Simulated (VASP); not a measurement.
Ta:

```
CELL_PARAMETERS angstrom
-1.65939 1.65939 1.65939
1.65939 -1.65939 1.65939
1.65939 1.65939 -1.65939
ATOMIC_POSITIONS crystal
Ta 0.00000 0.00000 0.00000
```

```yaml
Program: VASP 6.6.1
Task: relaxation of cell and atoms
Functional: PBEsol
Potentials_or_basis: VASP PAW PBE potentials, release 64 (Ta_pv)
Cutoff: 600 eV
k_mesh: 18 × 18 × 18
Occupations: gaussian, width 0.1 eV
Spin: no spin polarisation
```

At the start: pressure -6.6 GPa; volume 18.28 Å³/atom.

How do energy, volume and symmetry change on relaxing?

Over 4 steps the energy falls by 12.8 meV/atom and the volume is 17.67 Å³/atom (-3.3 %); space group Im-3m (No. 229, to 0.05 Å).

The path:
| step | energy change (eV) | largest force (eV/Å) | pressure (GPa) | volume (Å³) |
| --- | --- | --- | --- | --- |
| 1 | 0.0000 | 0.0000 | -6.59 | 18.28 |
| 2 | 0.0591 | 0.0000 | 18.86 | 16.36 |
| 3 | -0.0128 | 0.0000 | -0.17 | 17.68 |
| 4 | -0.0128 | 0.0000 | -0.03 | 17.67 |

Final structure:
```xyz
1
Lattice="-1.6408 1.6408 1.6408 1.6408 -1.6408 1.6408 1.6408 1.6408 -1.6408" Properties=species:S:1:pos:R:3 pbc="T T T"
Ta    0.0000    0.0000    0.0000
```

Caveat: the PAW data sets were made with another functional, which shifts forces and pressure a little.
